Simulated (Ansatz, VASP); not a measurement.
Two plane-wave programs on Au

```
CELL_PARAMETERS angstrom
-1.39879 1.39879 2.18123
1.39879 -1.39879 2.18123
1.39879 1.39879 -2.18123
ATOMIC_POSITIONS crystal
Au 0.00000 0.00000 0.00000
```

Alike in both runs: functional PBEsol; k mesh 8 × 8 × 8; occupations gaussian, width 0.1 eV; no spin polarisation.

Ansatz relaxed the structure, and its values are those at the end. VASP's run is a single point on that final structure, the one shown.

|  | VASP | Ansatz |
| --- | --- | --- |
| version | VASP 6.6.1 | Ansatz 0.2.0 |
| potentials or method | VASP PAW PBE potentials, release 64 (Au), cutoff 500 eV | scalar-relativistic, plane waves, PAW |
| valence electrons in the cell | 11 | 19 |

Ansatz gave:

```
gap on the k mesh at the Fermi level (eV) : none
pressure (GPa)                            : 0.3
```

Problem. What did VASP give for the same quantities?

Solution. gap on the k mesh at the Fermi level (eV): none; pressure (GPa): 0.0.

VASP's potentials were made for PBE, not for PBEsol. A gap of «none» marks a metal or a gap that the smearing closes. VASP's potentials hold 11 valence electrons a cell and Ansatz's 19, so a difference there can come from the potentials and not from the codes.

The k mesh is coarse, so the values compare programs but aren't converged. Spin-orbit coupling is off throughout.
